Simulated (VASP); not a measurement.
# W in VASP: notebook, part 2 of 2

VASP 6.6.1. The steps go on from the part before.

## Step 3: Single point, LDA (volume scaled by 0.975)

File INCAR:

```
SYSTEM = W
ALGO = Normal
EDIFF = 1E-6
ENCUT = 520
GGA = CA
ISIF = 2
ISMEAR = -1
LASPH = .TRUE.
LCHARG = .FALSE.
LREAL = .FALSE.
LWAVE = .FALSE.
NBANDS = 13
NELM = 100
PREC = Accurate
SIGMA = 0.05
```

File KPOINTS:

```
k-points
0
G
  14 14 14
  0 0 0
```

File POSCAR:

```
W
1.0
    0.0000000000      2.0129403699      2.0129403699
    2.0129403699      0.0000000000      2.0129403699
    2.0129403699      2.0129403699      0.0000000000
W
1
Direct
    0.0000000000      0.0000000000      0.0000000000
```

Potentials or basis: VASP PAW LDA potentials, release 64 (W_sv).

Command:

```sh
> cat potpaw_LDA.64/W_sv/POTCAR > POTCAR
> mpirun -np 1 vasp_std > vasp.out
```

Wall time 12 s (1 thread of Intel Xeon Platinum 8488C (Sapphire Rapids), shared host); peak memory 0.14 GiB.

The run converged. Its results:

* Free energy: -13.6001 eV
* Pressure: -9.8 GPa
* Band gap on the k mesh: zero (band 7 reaches 13.66 eV, above the bottom of band 8 at 9.84 eV)

Levels at points of the mesh, in eV from the Fermi level:
| k point | band 4 | band 5 | band 6 | band 7 | band 8 | band 9 | band 10 | band 11 |
| --- | --- | --- | --- | --- | --- | --- | --- | --- |
| (0.00, 0.00, 0.00) | -37.05 | -8.90 | -0.56 | -0.56 | -0.56 | 2.55 | 2.55 | 12.92 |
| (0.50, 0.00, 0.00) | -37.21 | -5.57 | -0.80 | -0.80 | 0.84 | 5.08 | 5.08 | 10.41 |
| (0.50, 0.50, 0.00) | -37.48 | -5.49 | -4.52 | 3.26 | 5.02 | 5.83 | 5.83 | 11.89 |

Caveat: spin-orbit coupling is left out, which moves the levels of the heavy elements.

## Step 4: Single point, LDA (volume scaled by 1.025)

File INCAR:

```
SYSTEM = W
PREC = Accurate ; ENCUT = 520
EDIFF = 1E-6 ; ISMEAR = -1
SIGMA = 0.05 ; LREAL = .FALSE.
LASPH = .TRUE. ; NELM = 80
ALGO = Normal ; ISIF = 2
LWAVE = .FALSE. ; LCHARG = .FALSE.
GGA = CA ; NBANDS = 13
```

File KPOINTS:

```
Automatic mesh
0
G
  14 14 14
  0 0 0
```

File POSCAR:

```
W
1.0
    0.0000000000      2.0467776204      2.0467776204
    2.0467776204      0.0000000000      2.0467776204
    2.0467776204      2.0467776204      0.0000000000
W
1
Direct
    0.0000000000      0.0000000000      0.0000000000
```

Command:

```sh
> cat potpaw_LDA.64/W_sv/POTCAR > POTCAR
> mpirun -np 1 vasp_std > vasp.out
```

Wall time 14 s (1 thread of Intel Xeon Platinum 8488C (Sapphire Rapids), shared host); peak memory 0.15 GiB.

Results (log left out):

```
Free energy            : -13.5159 eV
Pressure               : -22.1 GPa
Band gap on the k mesh : zero (band 7 reaches 12.71 eV, above the bottom of band 8 at 9.22 eV)
```

Levels at points of the mesh, in eV from the Fermi level:
| k point | band 5 | band 6 | band 7 | band 8 | band 9 | band 10 |
| --- | --- | --- | --- | --- | --- | --- |
| (0.00, 0.00, 0.00) | -8.65 | -0.51 | -0.51 | -0.51 | 2.38 | 2.38 |
| (0.50, 0.00, 0.00) | -5.32 | -0.73 | -0.73 | 0.69 | 4.73 | 4.73 |
| (0.50, 0.50, 0.00) | -5.16 | -4.22 | 2.98 | 4.67 | 5.42 | 5.42 |

Caveat: spin-orbit coupling is left out, which moves the levels of the heavy elements.

## Step 5: Single point, LDA (volume scaled by 1.05)

File INCAR:

```
ALGO = Normal
EDIFF = 1E-6
ENCUT = 520
ISIF = 2
ISMEAR = -1
LASPH = T
LCHARG = F
LREAL = F
LWAVE = F
NBANDS = 13
NELM = 80
PREC = Accurate
SIGMA = 0.05
```

File KPOINTS:

```
k-points
0
Gamma
  14 14 14
```

File POSCAR:

```
W
1.0
    0.0000000000      2.0632846043      2.0632846043
    2.0632846043      0.0000000000      2.0632846043
    2.0632846043      2.0632846043      0.0000000000
W
1
Direct
    0.0000000000      0.0000000000      0.0000000000
```

Command:

```sh
> cat potpaw_LDA.64/W_sv/POTCAR > POTCAR
> mpirun -np 1 vasp_std > vasp.out
```

It took 11 s on 1 thread of Intel Xeon Platinum 8488C (Sapphire Rapids), shared host; peak memory 0.14 GiB.

The run converged. Its results:

```yaml
Free_energy: -13.4518 eV
Pressure: -27.0 GPa
Band_gap_on_the_k_mesh: zero (band 7 reaches 12.28 eV, above the bottom of band 8 at 8.92 eV)
```

Levels at points of the mesh, in eV from the Fermi level:
```csv
k point,band 5,band 6,band 7,band 8,band 9,band 10
"(0.00, 0.00, 0.00)",-8.53,-0.49,-0.49,-0.49,2.30,2.30
"(0.50, 0.00, 0.00)",-5.20,-0.69,-0.69,0.63,4.56,4.56
"(0.50, 0.50, 0.00)",-5.00,-4.09,2.86,4.50,5.23,5.23
```

Caveat: spin-orbit coupling is left out, which moves the levels of the heavy elements.

## Step 6: Single point, LDA (zz strain of -1 %)

File INCAR:

```
  ALGO = Normal
  EDIFF = 1E-6
  ENCUT = 520
  GGA = CA
  ISIF = 2
  ISMEAR = -1
  LASPH = T
  LCHARG = T
  LELF = T
  LREAL = F
  LVHAR = T
  LWAVE = F
  NBANDS = 13
  NELM = 100
  PREC = Accurate
  SIGMA = 0.05
```

KPOINTS is that of step 5.

File POSCAR:

```
W
1.0
    0.0000000000      2.0300000000      2.0097000000
    2.0300000000      0.0000000000      2.0097000000
    2.0300000000      2.0300000000      0.0000000000
W
1
Direct
    0.0000000000      0.0000000000      0.0000000000
```

Potentials or basis: VASP PAW LDA potentials, release 64 (W_sv).

Command:

```sh
> cat potpaw_LDA.64/W_sv/POTCAR > POTCAR
> mpirun -np 1 vasp_std > vasp.out
```

OUTCAR:

```text
EDIFF = 1E-6
   ENCUT = 520
   GGA = CA
   ISIF = 2
   ISMEAR = -1
   LASPH = T
   LREAL = F
   NELM = 100
   PREC = Accurate

 ion  position               nearest neighbor table
   1  0.000  0.000  0.000-

  LATTYP: Found a body centered tetragonal cell.
 ALAT       =     2.8708535316
 C/A-ratio  =     1.4000714267

  Lattice vectors:

 A1 = (   0.0000000000,  -2.0300000000,  -2.0097000000)
 A2 = (   0.0000000000,   2.0300000000,  -2.0097000000)
[... 563 lines left out ...]
     13      29.9324      0.00000

 [... further k-points ...]

------------------------ aborting loop because EDIFF is reached ----------------------------------------

  FORCE on cell =-STRESS in cart. coord.  units (eV):
  Direction    XX          YY          ZZ          XY          YZ          ZX
  --------------------------------------------------------------------------------------
  -------------------------------------------------------------------------------------
  Total       -1.3200322     -1.3200322     -1.6552975      0.0000000      0.0000000      0.0000000
  in kB     -127.6855631   -127.6855631   -160.1154906      0.0000000      0.0000000      0.0000000
  external PRESSURE =    -138.4955389 kB  Pullay stress =       0.0000000 kB

 VOLUME and BASIS-vectors are now :
 -----------------------------------------------------------------------------
  energy-cutoff  :      520.00
  volume of cell :       16.56
      direct lattice vectors                 reciprocal lattice vectors
     0.000000000  2.030000000  2.009700000    -0.246305419  0.246305419  0.248793352
     2.030000000  0.000000000  2.009700000     0.246305419 -0.246305419  0.248793352
     2.030000000  2.030000000  0.000000000     0.246305419  0.246305419 -0.248793352

 POSITION                                       TOTAL-FORCE (eV/Angst)
 -----------------------------------------------------------------------------------
      0.00000      0.00000      0.00000         0.000000     -0.000000      0.000000
 -----------------------------------------------------------------------------------
    total drift:                               -0.000000      0.000000     -0.000000

  FREE ENERGIE OF THE ION-ELECTRON SYSTEM (eV)
  ---------------------------------------------------
  free  energy   TOTEN  =       -13.5827983222 eV

  energy  without entropy=      -13.5725558879  energy(sigma->0) =      -13.57767711
```

stdout:

```text
POSCAR found type information on POSCAR W
 POSCAR found :  1 types and       1 ions
 scaLAPACK will be used
 LDA part: xc-table for (Slater(with rela. corr.)+CA(PZ))
 , standard interpolation
 POSCAR, INCAR and KPOINTS ok, starting setup
 FFT: planning ... GRIDC
 FFT: planning ... GRID_SOFT
 FFT: planning ... GRID
 WAVECAR not read
 entering main loop
```

It took 24 s on 1 thread of Intel Xeon Platinum 8259CL at 2.50GHz (Skylake/Cascade Lake), shared host; peak memory 0.17 GiB.

What came out:

```yaml
Free_energy: -13.5828 eV
Pressure: -13.8 GPa
Band_gap_on_the_k_mesh: zero (band 7 reaches 13.50 eV, above the bottom of band 8 at 9.69 eV)
```

Levels at points of the mesh, in eV from the Fermi level:
```csv
k point,band 5,band 6,band 7,band 8,band 9,band 10
"(0.00, 0.00, 0.00)",-8.83,-0.59,-0.59,-0.46,2.40,2.59
"(0.50, 0.00, 0.00)",-5.50,-0.85,-0.70,0.79,4.92,5.01
"(0.50, 0.50, 0.00)",-5.38,-4.45,3.30,4.90,5.71,5.71
"(0.50, 0.00, 0.50)",-5.39,-4.42,3.10,4.91,5.62,5.77
```

Caveat: the cell differs from its parent crystal (zz strain of -1 %); spin-orbit coupling is left out, which moves the levels of the heavy elements.

## Step 7: The runs side by side

| cell | gap on the mesh (eV) | pressure (GPa) |
| --- | --- | --- |
| a = 2.822 Å, angles 60.0°, 1 atom | none | -2.3 |
| a = 2.847 Å, angles 60.0°, 1 atom | none | -9.8 |
| a = 2.895 Å, angles 60.0°, 1 atom | none | -22.1 |
| a = 2.918 Å, angles 60.0°, 1 atom | none | -27.0 |
| a = 2.857, b = 2.857, c = 2.871 Å, angles 59.8, 59.8, 60.3°, 1 atom | none | -13.8 |

Alike in all rows: task single point; level LDA; potentials or basis VASP PAW LDA potentials, release 64 (W_sv); no spin polarisation; k mesh 14 × 14 × 14; cutoff (eV) 520; smearing fermi-dirac 0.05 eV.

Caveats: spin-orbit coupling is left out, which moves the levels of the heavy elements.

Absolute energies hang on the potentials; compare differences alone.
